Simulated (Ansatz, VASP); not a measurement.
# TiO2 in VASP and in Ansatz

INCAR

```
ALGO = Normal
EDIFF = 1E-8
ENCUT = 520
GGA = PE
ISIF = 2
ISMEAR = -1
LASPH = T
LCHARG = F
LEFG = T
LREAL = F
LWAVE = F
NBANDS = 60
NELM = 100
PREC = Accurate
SIGMA = 0.02
```

The input KPOINTS:

```
k-points
0
Gamma
  5 5 5
```

POSCAR

```
TiO2
1.0
    4.5890000000      0.0000000000      0.0000000000
    0.0000000000      4.8490000000      0.0000000000
   -0.7081993865      0.0000000000      4.6827502206
Ti O
4 8
Direct
    0.3090000000      0.0450000000      0.2180000000
    0.6910000000      0.5450000000      0.2820000000
    0.6910000000      0.9550000000      0.7820000000
    0.3090000000      0.4550000000      0.7180000000
    0.0560000000      0.3470000000      0.2820000000
    0.9440000000      0.8470000000      0.2180000000
    0.9440000000      0.6530000000      0.7180000000
    0.0560000000      0.1530000000      0.7820000000
    0.4250000000      0.7270000000      0.4630000000
    0.5750000000      0.2270000000      0.0370000000
    0.5750000000      0.2730000000      0.5370000000
    0.4250000000      0.7730000000      0.9630000000
```

Input for Ansatz:

```yaml
crystal:
  lattice:
    - [4.589, 0.0, 0.0]
    - [0.0, 4.849, 0.0]
    - [-0.7081993865, 0.0, 4.6827502206]
  atoms:
    - { symbol: Ti, position: [0.309, 0.045, 0.218] }
    - { symbol: Ti, position: [0.691, 0.545, 0.282] }
    - { symbol: Ti, position: [0.691, 0.955, 0.782] }
    - { symbol: Ti, position: [0.309, 0.455, 0.718] }
    - { symbol: O, position: [0.056, 0.347, 0.282] }
    - { symbol: O, position: [0.944, 0.847, 0.218] }
    - { symbol: O, position: [0.944, 0.653, 0.718] }
    - { symbol: O, position: [0.056, 0.153, 0.782] }
    - { symbol: O, position: [0.425, 0.727, 0.463] }
    - { symbol: O, position: [0.575, 0.227, 0.037] }
    - { symbol: O, position: [0.575, 0.273, 0.537] }
    - { symbol: O, position: [0.425, 0.773, 0.963] }
kpoints:
  mp_grid: { grid: [5, 5, 5] }
scf:
  occupations: { method: fermi_dirac, width: 0.02 }
hamiltonian:
  xc: pbe
  pseudopotentials: { kind: paw, frozen_core: stored }
output:
  forces: true
  stress: true
  populations: true
  efg: { quadrupole_moments_barn: { Ti: 0.247, O: -0.02558 } }
```

Alike in both runs: task electric field gradients; functional PBE; k mesh 5 × 5 × 5; occupations fermi-dirac, width 0.02 eV; no spin polarisation.

|  | VASP | Ansatz |
| --- | --- | --- |
| version | VASP 6.6.1 | Ansatz 0.2.0 |
| potentials or method | VASP PAW PBE potentials, release 64 (Ti_sv, O) | plane-wave PAW, scalar-relativistic |
| plane-wave cutoff (eV) | 520 | 420 |
| valence electrons in the cell | 96 | 96 |

```csv
,VASP,Ansatz,Ansatz less VASP
gap on the k mesh at the Fermi level (eV),1.23,1.25,+0.017
rms of the force components (eV/Å),2.439,2.420,-0.0188
size of Vzz on the site where it differs most (V/Å²),79.0,84.0,+5.07
```

Atom by atom the forces differ by 0.030 eV/Å (rms over components).
